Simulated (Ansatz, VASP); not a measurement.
**TiO2: VASP beside Ansatz**

Contents of INCAR:

```
SYSTEM = TiO2
ALGO = Normal ; EDIFF = 1E-7
ENCUT = 520 ; GGA = PE
ISIF = 2 ; ISMEAR = 0
LASPH = .True. ; LCHARG = .False.
LDAU = .True. ; LDAUJ = 0 0
LDAUL = 2 -1 ; LDAUPRINT = 1
LDAUTYPE = 2 ; LDAUU = 4 0
LMAXMIX = 4 ; LREAL = .False.
LWAVE = .False. ; NBANDS = 33
NELM = 150 ; PREC = Accurate
SIGMA = 0.05
```

KPOINTS

```
k-points
0
Gamma
  6 6 6
  0 0 0
```

POSCAR

```
TiO2
1.0
    2.6403699524     -2.6404433249     -0.0197025433
    2.6403699524      2.6404433249     -0.0197025433
   -2.6045504488      0.0000000000      4.8027412153
Ti O
2 4
Direct
    0.1250069486      0.8749930514      0.2500000000
    0.8749930514      0.1250069486      0.7500000000
    0.3240875128      0.0741107881      0.6481847475
    0.6759124872      0.9258892119      0.3518152525
    0.9258892119      0.6759124872      0.8518152525
    0.0741107881      0.3240875128      0.1481847475
```

Input for Ansatz:

```yaml
crystal:
  lattice:
    - [2.6403699524, -2.6404433249, -0.0197025433]
    - [2.6403699524, 2.6404433249, -0.0197025433]
    - [-2.6045504488, 0.0, 4.8027412153]
  atoms:
    - { symbol: Ti, position: [0.1250069486, 0.8749930514, 0.25] }
    - { symbol: Ti, position: [0.8749930514, 0.1250069486, 0.75] }
    - { symbol: O, position: [0.3240875128, 0.0741107881, 0.6481847475] }
    - { symbol: O, position: [0.6759124872, 0.9258892119, 0.3518152525] }
    - { symbol: O, position: [0.9258892119, 0.6759124872, 0.8518152525] }
    - { symbol: O, position: [0.0741107881, 0.3240875128, 0.1481847475] }
basis:
  ecutwfc: 520.0
kpoints:
  mp_grid: { grid: [6, 6, 6] }
hamiltonian:
  xc: pbe
  pseudopotentials: { kind: paw, azcp: { folder: soft_1 } }
  hubbard: { sites: [{ species: Ti, l: d, u_eff: 4.0 }] }
scf:
  occupations: { method: gaussian, width: 0.05 }
output:
  forces: true
  stress: true
  eigenvalues: true
```

Alike in both runs: task single point; functional PBE; k mesh 6 × 6 × 6; occupations gaussian, width 0.05 eV; no spin polarisation; Hubbard terms Ti d U = 4.0 eV.

|  | VASP | Ansatz |
| --- | --- | --- |
| version | VASP 6.6.1 | Ansatz 0.2.0 |
| potentials or method | VASP PAW PBE potentials, release 64 (Ti_sv, O), cutoff 520 eV | scalar-relativistic, plane waves, PAW |
| valence electrons in the cell | 48 | 48 |

```tsv
	VASP	Ansatz	Ansatz less VASP
gap on the k mesh at the Fermi level (eV)	2.95	2.94	-0.006
least direct gap on the mesh (eV)	3.19	3.17	-0.026
pressure (GPa)	25.0	19.7	-5.33
traceless stress, the component that is largest in VASP (GPa)	10.54	10.44	-0.101
rms of the force components (eV/Å)	0.875	0.772	-0.1025
```

The programs project onto different local orbitals, so the same U acts differently, and such runs can settle in different states. Atom by atom the forces differ by 0.102 eV/Å (rms over components).
